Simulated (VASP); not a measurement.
## H8SO6: single point with PBE+D3(BJ)

The system is H8SO6.

```
CELL_PARAMETERS angstrom
5.78896 0.00000 0.00000
0.00000 5.78896 0.00000
0.00000 0.00000 5.78896
ATOMIC_POSITIONS crystal
O 0.52395 0.20565 0.60073
O 0.98254 0.28031 0.24680
O 0.64143 0.53348 0.96542
O 0.39791 0.63602 0.36501
O 0.90605 0.88607 0.45445
O 0.11829 0.71540 0.77815
H 0.53184 0.26737 0.76181
H 0.67491 0.23636 0.54174
H 0.98588 0.11738 0.25727
H 0.89883 0.29827 0.09553
H 0.51337 0.60505 0.06320
H 0.78178 0.62369 0.00595
H 0.45267 0.76069 0.45608
H 0.43854 0.48864 0.43733
S 0.01045 0.67765 0.55393
```

```yaml
Program: VASP 6.6.1
Task: single point
Functional: PBE
Dispersion: D3(BJ)
Potentials_or_basis: VASP PAW PBE potentials, release 64 (O, H, S)
Cutoff: 520 eV
k_mesh: 1 × 1 × 1
Occupations: fermi-dirac, width 0.02 eV
Spin: no spin polarisation
Dipole_correction: no
Further_INCAR_settings: LREAL = Auto; ALGO = Normal; EDIFF = 1e-06; NBANDS = 38
```

```json
{
 "Pressure": "-0.3 GPa",
 "Largest force": "2.597 eV/Å",
 "Band gap on the k mesh": "3.01 eV",
 "Dispersion energy per atom": "-0.042 eV"
}
```

Forces on the atoms (eV/Å):
```
O   -1.012  0.427  1.071
O   -0.755  1.685 -1.827
O   -0.189  0.997  0.586
O   -1.005 -0.576 -1.366
O    0.170 -0.610 -0.038
O    0.028 -0.205  0.052
H   -0.023 -0.174 -0.858
H    1.182 -0.083 -0.493
H    0.271 -1.739  0.598
H    0.439  0.306  1.109
H    1.117 -0.681 -0.546
H   -0.807 -0.388 -0.211
H    0.777  1.035  0.957
H    0.100 -0.483  0.501
S   -0.293  0.488  0.465
```

Stress tensor (GPa, compression positive):
```
-0.91  0.31 -0.06
 0.31  1.36 -1.03
-0.06 -1.03 -1.35
```

Levels at points of the mesh, in eV from the valence-band top:
| k point | band 22 | band 23 | band 24 | band 25 | band 26 | band 27 | band 28 | band 29 |
| --- | --- | --- | --- | --- | --- | --- | --- | --- |
| (0.00, 0.00, 0.00) | -0.86 | -0.59 | -0.48 | 0.00 | 3.01 | 5.06 | 7.13 | 7.80 |

Wall time 23 s on 1 thread of Intel(R) Xeon(R) Platinum 8259CL CPU @ 2.50GHz (Skylake/Cascade Lake), with other jobs on the host, peak memory 0.3 GiB.

Caveat: the k points lie up to 1.09 Å⁻¹ apart.
